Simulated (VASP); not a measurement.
# P (Fm-3m) in VASP: notebook

The runs below take P through single point, with RPBE.

Everything below comes from runs of VASP 6.6.1. Logs are shortened: lines on timing, memory, paths and dates and some standing lists are left out, and cuts for length are marked.

## 1. The cell of the first run

It takes space group Fm-3m (No. 225, cubic). The conventional cell has a = 3.732 Å, b = 3.732 Å, c = 3.732 Å, α = 90.00°, β = 90.00°, γ = 90.00°. P (site symmetry m-3m) has 12 P at 2.64 Å within 3.5 Å.

## 2. Single point, RPBE (volume scaled by 0.88)

File INCAR:

```
SYSTEM = P
PREC     = Accurate       ! precision mode
ENCUT    = 520            ! plane-wave cutoff, eV
EDIFF    = 1E-6           ! SCF threshold, eV
ISMEAR   = -1             ! smearing method
SIGMA    = 0.1            ! smearing width, eV
LREAL    = .False.        ! projectors in reciprocal space
LASPH    = .True.         ! aspherical terms in the spheres
NELM     = 80             ! most SCF steps
ALGO     = Normal         ! electronic algorithm
ISIF     = 2              ! what is computed and relaxed
LWAVE    = .False.        ! write WAVECAR
LCHARG   = .True.         ! write CHGCAR
GGA      = RP             ! functional
LELF     = .True.         ! ELF
LVHAR    = .True.       
NBANDS   = 8              ! bands
```

File KPOINTS:

```
Automatic mesh
0
Gamma
  16 16 16
  0 0 0
```

File POSCAR:

```
P
1.0
    0.0000000000      1.8660371786      1.8660371786
    1.8660371786      0.0000000000      1.8660371786
    1.8660371786      1.8660371786      0.0000000000
P
1
Direct
    0.0000000000      0.0000000000      0.0000000000
```

Potentials or basis: VASP PAW PBE potentials, release 64 (P).

Command:

```console
> cat potpaw_PBE.64/P/POTCAR > POTCAR
> mpirun -np 1 vasp_std > vasp.out
```

OUTCAR:

```text
SYSTEM = P
   PREC = Accurate
   ENCUT = 520
   EDIFF = 1E-6
   ISMEAR = -1
   LREAL = .False.
   LASPH = .True.
   NELM = 80
   ISIF = 2
   GGA = RP

 ion  position               nearest neighbor table
   1  0.000  0.000  0.000-

  LATTYP: Found a face centered cubic cell.
 ALAT       =     3.7320743572

  Lattice vectors:

 A1 = (   0.0000000000,   1.8660371786,   1.8660371786)
 A2 = (   1.8660371786,   0.0000000000,   1.8660371786)
 A3 = (   1.8660371786,   1.8660371786,   0.0000000000)

Analysis of symmetry for initial positions (statically):
=====================================================================
 Subroutine PRICEL returns:
 Original cell was already a primitive cell.

 Routine SETGRP: Setting up the symmetry group for a
 face centered cubic supercell.

 Subroutine GETGRP returns: Found 48 space group operations
 (whereof 48 operations were pure point group operations)
 out of a pool of 48 trial point group operations.

The static configuration has the point symmetry O_h .

Analysis of symmetry for dynamics (positions and initial velocities):
=====================================================================
 Subroutine PRICEL returns:
 Original cell was already a primitive cell.

 Routine SETGRP: Setting up the symmetry group for a
 face centered cubic supercell.

 Subroutine GETGRP returns: Found 48 space group operations
 (whereof 48 operations were pure point group operations)
 out of a pool of 48 trial point group operations.

The dynamic configuration has the point symmetry O_h .

 Subroutine INISYM returns: Found 48 space group operations
 (whereof 48 operations are pure point group operations),
 and found     1 'primitive' translations

----------------------------------------------------------------------------------------

                                     Primitive cell

  volume of cell :      12.9954

  direct lattice vectors                    reciprocal lattice vectors
     0.000000000  1.866037179  1.866037179    -0.267947502  0.267947502  0.267947502
     1.866037179  0.000000000  1.866037179     0.267947502 -0.267947502  0.267947502
     1.866037179  1.866037179  0.000000000     0.267947502  0.267947502 -0.267947502

  length of vectors
     2.638975086  2.638975086  2.638975086     0.464098687  0.464098687  0.464098687

  position of ions in fractional coordinates (direct lattice)
     0.000000000  0.000000000  0.000000000

  ion indices of the primitive-cell ions
   primitive index   ion index
                 1           1

----------------------------------------------------------------------------------------

 KPOINTS: Automatic mesh

Automatic generation of k-mesh.
 Grid dimensions read from file:
 generate k-points for:   16   16   16

 Generating k-lattice:

  Cartesian coordinates                     Fractional coordinates (reciprocal lattice)
    -0.016746719  0.016746719  0.016746719     0.062500000  0.000000000  0.000000000
     0.016746719 -0.016746719  0.016746719     0.000000000  0.062500000  0.000000000
     0.016746719  0.016746719 -0.016746719     0.000000000  0.000000000  0.062500000

  Length of vectors
     0.029006168  0.029006168  0.029006168

  Shift w.r.t. Gamma in fractional coordinates (k-lattice)
     0.000000000  0.000000000  0.000000000

 Subroutine IBZKPT returns following result:
 ===========================================

 Found    145 irreducible k-points:

 Following reciprocal coordinates:
            Coordinates               Weight
  0.000000  0.000000  0.000000      1.000000
  0.062500  0.000000  0.000000      8.000000
  0.125000  0.000000  0.000000      8.000000
  0.187500  0.000000  0.000000      8.000000
  0.250000  0.000000  0.000000      8.000000
  0.312500  0.000000  0.000000      8.000000
[... 16 lines left out ...]
 -0.125000  0.062500  0.000000     24.000000
 -0.062500  0.062500  0.000000     12.000000
 [... further k-points ...]
   k-points           NKPTS =    145   k-points in BZ     NKDIM =    145   number of bands    NBANDS=      8
   number of dos      NEDOS =    301   number of ions     NIONS =      1
   total plane-waves  NPLWV =   8000
   dimension x,y,z NGX =    20 NGY =   20 NGZ =   20
   dimension x,y,z NGXF=    40 NGYF=   40 NGZF=   40
   ions per type =               1
   NGX,Y,Z   is equivalent  to a cutoff of  12.60, 12.60, 12.60 a.u.
   NGXF,Y,Z  is equivalent  to a cutoff of  25.20, 25.20, 25.20 a.u.
 SYSTEM =  P
   PREC   = accura    normal or accurate (medium, high low for compatibility)
   ISTART =      0    job   : 0-new  1-cont  2-samecut
   ICHARG =      2    charge: 1-file 2-atom 10-const
   ISPIN  =      1    spin polarized calculation?
   LNONCOLLINEAR =      F non collinear calculations
   LSORBIT =      F    spin-orbit coupling
   LASPH  =      T    aspherical Exc in radial PAW
   ENCUT  =  520.0 eV  38.22 Ry    6.18 a.u.   4.91  4.91  4.91*2*pi/ulx,y,z
   NELM   =     80;   NELMIN=  2; NELMDL= -5     # of ELM steps
   EDIFF  = 0.1E-05   stopping-criterion for ELM
   LREAL  =      F    real-space projection
   EDIFFG = 0.1E-04   stopping-criterion for IOM
   NSW    =      0    number of steps for IOM
   IBRION =     -1    ionic relax: 0-MD 1-quasi-New 2-CG
   NFREE  =      0    steps in history (QN), initial steepest desc. (CG)
   ISIF   =      2    stress and relaxation
   ISYM   =      2    0-nonsym 1-usesym 2-fastsym
   POTIM  = 0.5000    time-step for ionic-motion
   TEBEG  =    0.0;   TEEND  =   0.0 temperature during run
   PSTRESS=    0.0 pullay stress
   NELECT =       5.0000    total number of electrons
   NUPDOWN=      -1.0000    fix difference up-down
   EMIN   =  10.00;   EMAX   =-10.00  energy-range for DOS
   EFERMI =   0.00;   METHOD = LEGACY
   ISMEAR =    -1;   SIGMA  =   0.10  broadening in eV -4-tet -1-fermi 0-gaus
   EFERMI_NEDOS =   21; number of points for ismear=-14 and -15
   IALGO  =     38    algorithm
   IMIX   =      4    mixing-type and parameters
     AMIX     =   0.40;   BMIX     =  1.00
     AMIX_MAG =   1.60;   BMIX_MAG =  1.00
  volume/ion in A,a.u.               =      13.00        87.70
  Fermi-wavevector in a.u.,A,eV,Ry     =   1.190697  2.250091 19.289782  1.417759
  Thomas-Fermi vector in A             =   2.326776
   LORBIT       =      0    0 simple, 1 ext, 2 COOP (PROOUT), +10 PAW based schemes
   GGA     = RP    functional components
   LHFCALC =     F    Hartree Fock is set to
   AEXX    =    0.0000 exact exchange contribution
   IVDW    =     0    specifies the selected vdW correction
   LEPSILON=     F    determine dielectric tensor
   LRPA    =     F    only Hartree local field effects (RPA)
 non-spin polarized calculation
  energy-cutoff  :      520.00
  volume of cell :       13.00
 maximum number of plane-waves:       363
   NGX =  9   NGY =  9   NGZ =  9

 number of electron       5.0000001 magnetization

 Free energy of the ion-electron system (eV)
  ---------------------------------------------------
  ext. energy  EPLUGINS =         0.00000000
  ---------------------------------------------------
  free energy    TOTEN  =        -4.06593894 eV

  energy without entropy =       -4.04609045  energy(sigma->0) =       -4.05601469

 E-fermi :  11.5372     XC(G=0): -11.9789

 val. band max:       11.5315096108   @ k =  -0.4375   0.5000   0.0625
 cond. band min:      11.5833544775   @ k =   0.3750   0.2500   0.1250
 fundamental gap:      0.0518448666
 Fermi energy:        11.5371803778

 k-point     1 :       0.0000    0.0000    0.0000
  band No.  band energies     occupation
      1      -6.0305      2.00000
      2      19.4855      0.00000
      3      19.4855      0.00000
      4      19.4855      0.00000
      5      23.1347      0.00000
      6      23.1347      0.00000
      7      23.1347      0.00000
      8      29.8283      0.00000

 k-point     2 :       0.0625    0.0000    0.0000
  band No.  band energies     occupation
      1      -5.9113      2.00000
      2      18.2932      0.00000
      3      19.2456      0.00000
      4      19.2456      0.00000
      5      23.4216      0.00000
      6      23.5007      0.00000
      7      23.5007      0.00000
      8      29.5196      0.00000

 k-point     3 :       0.1250    0.0000    0.0000
  band No.  band energies     occupation
      1      -5.5542      2.00000
      2      15.9095      0.00000
      3      18.7387      0.00000
      4      18.7387      0.00000
      5      23.5852      0.00000
      6      24.2798      0.00000
      7      24.2798      0.00000
      8      28.6453      0.00000

 k-point     4 :       0.1875    0.0000    0.0000
  band No.  band energies     occupation
      1      -4.9610      2.00000
      2      13.2675      0.00000
      3      18.2204      0.00000
      4      18.2204      0.00000
      5      23.4957      0.00000
      6      24.7210      0.00000
      7      24.7210      0.00000
      8      28.3497      0.00000

 k-point     5 :       0.2500    0.0000    0.0000
  band No.  band energies     occupation
      1      -4.1351      2.00000
      2      10.6456      1.99973
      3      17.7942      0.00000
      4      17.7942      0.00000
      5      23.3377      0.00000
      6      24.2608      0.00000
      7      24.2608      0.00000
      8      29.3087      0.00000
[... 177 lines left out ...]
 k-point    22 :      -0.1875    0.0625    0.0000
  band No.  band energies     occupation
      1      -4.6060      2.00000
      2      12.4688      0.00018
      3      16.4328      0.00000
      4      18.8217      0.00000
      5      23.8844      0.00000
      6      24.1599      0.00000
      7      25.1525      0.00000
      8      27.2362      0.00000

 k-point    23 :      -0.1250    0.0625    0.0000
  band No.  band energies     occupation
      1      -5.2769      2.00000
      2      15.1028      0.00000
      3      16.9525      0.00000
      4      19.2740      0.00000
      5      23.8116      0.00000
      6      23.9658      0.00000
      7      25.3076      0.00000
      8      27.2941      0.00000

 k-point    24 :      -0.0625    0.0625    0.0000
  band No.  band energies     occupation
      1      -5.7128      2.00000
      2      17.4655      0.00000
      3      17.7234      0.00000
      4      19.4975      0.00000
      5      23.4438      0.00000
      6      23.5215      0.00000
      7      24.6387      0.00000
      8      28.3565      0.00000

 [... further k-points ...]
[... 5 lines left out ...]
  --------------------------------------------------------------------------------------
  -------------------------------------------------------------------------------------
  Total        1.1413436      1.1413436      1.1413436     -0.0000000      0.0000000      0.0000000
  in kB      140.7136119    140.7136119    140.7136119     -0.0000000      0.0000000      0.0000000
  external PRESSURE =     140.7136119 kB  Pullay stress =       0.0000000 kB

 VOLUME and BASIS-vectors are now :
 -----------------------------------------------------------------------------
  energy-cutoff  :      520.00
  volume of cell :       13.00
      direct lattice vectors                 reciprocal lattice vectors
     0.000000000  1.866037179  1.866037179    -0.267947502  0.267947502  0.267947502
     1.866037179  0.000000000  1.866037179     0.267947502 -0.267947502  0.267947502
     1.866037179  1.866037179  0.000000000     0.267947502  0.267947502 -0.267947502

 POSITION                                       TOTAL-FORCE (eV/Angst)
 -----------------------------------------------------------------------------------
      0.00000      0.00000      0.00000        -0.000000     -0.000000     -0.000000
 -----------------------------------------------------------------------------------
    total drift:                                0.000000      0.000000     -0.000000

  FREE ENERGIE OF THE ION-ELECTRON SYSTEM (eV)
  ---------------------------------------------------
  free  energy   TOTEN  =        -4.0659389361 eV

  energy  without entropy=       -4.0460904479  energy(sigma->0) =       -4.05601469
```

Wall time 4.7 s (1 thread of Intel Xeon 6975P-C (Granite Rapids), shared host); peak memory 0.12 GiB.

Results:

```
Free energy : -4.0659 eV
Pressure    : 14.1 GPa
```

Levels at points of the mesh, in eV from the Fermi level:
```csv
k point,band 1,band 2,band 3,band 4,band 5
"(0.00, 0.00, 0.00)",-17.57,7.95,7.95,7.95,11.60
"(0.50, 0.00, 0.00)",-10.91,-9.00,5.63,5.63,10.57
"(0.50, 0.50, 0.00)",-7.86,-7.49,0.82,0.82,3.92
```

Caveat: the PAW data sets were made with another functional, which shifts forces and pressure a little.

[end of part 1 of 2]
